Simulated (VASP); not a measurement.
## NiO: single point with PBE+U

NiO:

```
Ni O
1.0
    -2.09695   -4.19390   -2.09695
    -2.09695    0.00000   -2.09695
     2.09695    0.00000   -2.09695
Ni O
2 2
Cartesian
  0.0000 0.0000 0.0000
  0.0000 -2.0970 -2.0970
  0.0000 0.0000 -2.0970
  -2.0970 -2.0970 -2.0970
```

```yaml
Program: VASP 6.6.1
Task: single point
Functional: PBE
Potentials_or_basis: VASP PAW PBE potentials, release 64 (Ni, O)
Cutoff: 520 eV
k_mesh: 5 × 8 × 7
Occupations: fermi-dirac, width 0.03 eV
Spin: collinear spin
Starting_moments: "[0.06, 0.06, 0.0, 0.0] μB"
Hubbard_terms: Ni d U = 2.9 eV
Dipole_correction: no
Further_INCAR_settings: ALGO = Normal; EDIFF = 1e-06; NBANDS = 28; ISYM = 0
```

```yaml
Pressure: -8.4 GPa
Band_gap_on_the_k_mesh: zero (filled and empty bands overlap)
Net_moment: 0.00 μB per cell
Valence_electrons_inside_the_program's_atomic_spheres: Ni 9.10; O 4.92
```

Stress tensor (GPa, compression positive):
```
-8.32 -0.04  0.12
-0.04 -8.56 -0.04
 0.12 -0.04 -8.32
```

Levels at points of the mesh, in eV from the Fermi level:
Spin up:
```tsv
k point	band 14	band 15	band 16	band 17	band 18	band 19
(0.00, 0.00, 0.00)	-1.64	-1.53	-1.52	-1.14	-0.64	1.82
(0.00, 0.50, 0.00)	-1.39	1.28	1.28	1.28	1.29	5.91
```
Spin down:
| k point | band 12 | band 13 | band 14 | band 15 | band 16 | band 17 | band 18 | band 19 | band 20 | band 21 |
| --- | --- | --- | --- | --- | --- | --- | --- | --- | --- | --- |
| (0.00, 0.00, 0.00) | -2.66 | -1.64 | -1.64 | -1.53 | -1.52 | -1.14 | -0.64 | 1.82 | 6.64 | 10.69 |
| (0.00, 0.50, 0.00) | -1.82 | -1.39 | -1.39 | 1.28 | 1.28 | 1.29 | 1.29 | 5.91 | 5.91 | 10.11 |

Eigenvalues of the final occupation matrices:
| site | spin | trace | eigenvalues |
| --- | --- | --- | --- |
| site 1 d | 1 | 4.22 | 0.66 0.66 0.96 0.96 0.97 |
| site 1 d | 2 | 4.22 | 0.66 0.66 0.96 0.96 0.97 |
| site 2 d | 1 | 4.22 | 0.66 0.66 0.96 0.96 0.97 |
| site 2 d | 2 | 4.22 | 0.66 0.66 0.96 0.96 0.97 |

Run time: 19 min on 1 thread of Oxide Virtual Turin-like Processor (shared host), peak memory 0.29 GiB.

Caveat: the cell stands under tension.
